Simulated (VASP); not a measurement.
HgTe:

```
Hg Te
1.0
     0.00000    3.28920    3.28920
     3.28920    0.00000    3.28920
     3.28920    3.28920    0.00000
Hg Te
1 1
Direct
  0.00000 0.00000 0.00000
  0.25000 0.25000 0.25000
```

Base run:

```yaml
Program: VASP 6.6.1
Functional: PBE-based screened hybrid with 75 % exact exchange
Potentials_or_basis: VASP PAW PBE potentials, release 64 (Hg, Te)
Cutoff: 400 eV
k_mesh: 4 × 4 × 4
Occupations: fermi-dirac, width 0.02 eV
Spin: no spin polarisation
```

Its results: band gap on the k mesh 2.40 eV; pressure -3.7 GPa.

After a change of settings the same cell gave: band gap on the k mesh 3.44 eV; pressure -5.4 GPa. Which change was it?
A. functional from PBE-based screened hybrid with 75 % exact exchange to PBE-based screened hybrid with 100 % exact exchange; share of exact exchange from 0.75 to 1
B. functional from PBE-based screened hybrid with 75 % exact exchange to PBE; cutoff from 400 eV to 500 eV; further incar settings from ALGO = Normal; EDIFF = 1e-06; NBANDS = 16 to ALGO = Normal; EDIFF = 1e-06; NBANDS = 16; ISYM = 0
C. functional from PBE-based screened hybrid with 75 % exact exchange to PBE; cutoff from 400 eV to 500 eV; k mesh from 4 × 4 × 4 to 5 × 5 × 5
D. functional from PBE-based screened hybrid with 75 % exact exchange to PBE; cutoff from 400 eV to 500 eV; occupations from fermi-dirac, width 0.02 eV to gaussian, width 0.2 eV

A.

Caveats: the cell stands under tension; the PAW data sets were made with another functional, which shifts forces and pressure a little; spin-orbit coupling is left out, which moves the levels of the heavy elements.
